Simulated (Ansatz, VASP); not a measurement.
## Two plane-wave programs on Na2S

INCAR

```
PREC     = Accurate       # precision mode
ENCUT    = 500            # plane-wave cutoff, eV
EDIFF    = 1E-6           # SCF threshold, eV
ISMEAR   = -1             # smearing method
SIGMA    = 0.0272         # smearing width, eV
LREAL    = F              # projectors in reciprocal space
LASPH    = T              # aspherical terms in the spheres
NELM     = 120            # most SCF steps
ALGO     = Normal         # electronic algorithm
ISIF     = 2              # what is computed and relaxed
LWAVE    = F              # write WAVECAR
LCHARG   = T              # write CHGCAR
GGA      = CA             # functional
LELF     = T              # ELF
LVHAR    = T            
NBANDS   = 17             # bands
GGA_COMPAT= F
```

The input KPOINTS:

```
Automatic mesh
0
Gamma
  6 6 6
```

Contents of POSCAR:

```
Na2S
1.0
    0.0000000000      3.2735000000      3.2735000000
    3.2735000000      0.0000000000      3.2735000000
    3.2735000000      3.2735000000      0.0000000000
Na S
2 1
Direct
    0.2500000000      0.2500000000      0.2500000000
    0.7500000000      0.7500000000      0.7500000000
    0.0000000000      0.0000000000      0.0000000000
```

Input for Ansatz:

```yaml
crystal:
  lattice:
    - [0.0, 3.2735, 3.2735]
    - [3.2735, 0.0, 3.2735]
    - [3.2735, 3.2735, 0.0]
  atoms:
    - { symbol: Na, position: [0.25, 0.25, 0.25] }
    - { symbol: Na, position: [0.75, 0.75, 0.75] }
    - { symbol: S, position: [0.0, 0.0, 0.0] }
kpoints:
  mp_grid: { grid: [6, 6, 6] }
scf:
  occupations: { method: fermi_dirac, width: 0.0272 }
hamiltonian:
  xc: lda
  pseudopotentials: { kind: paw }
output:
  forces: true
  stress: true
  eigenvalues: true
  core_levels:
    shells: { Na: ["1s"] }
    counted_from: conduction_bottom
    add_spin: false
```

Alike in both runs: task single point; functional LDA; k mesh 6 × 6 × 6; occupations fermi-dirac, width 0.0272 eV; no spin polarisation.

|  | VASP | Ansatz |
| --- | --- | --- |
| version | VASP 6.6.1 | Ansatz 0.2.0 |
| potentials or method | VASP PAW LDA potentials, release 64 (Na_pv, S) | PAW with Ansatz's default frozen-core files, scalar-relativistic |
| plane-wave cutoff (eV) | 500 | 420 |
| valence electrons in the cell | 20 | 24 |

|  | VASP | Ansatz | Ansatz less VASP |
| --- | --- | --- | --- |
| gap on the k mesh at the Fermi level (eV) | 2.24 | 2.24 | -0.006 |
| pressure (GPa) | -2.2 | -2.2 | +0.01 |

LDA's correlation is that of Perdew and Zunger in VASP and of Perdew and Wang (1992) in Ansatz. VASP's potentials hold 20 valence electrons a cell and Ansatz's 24, so a difference there can come from the potentials and not from the codes.
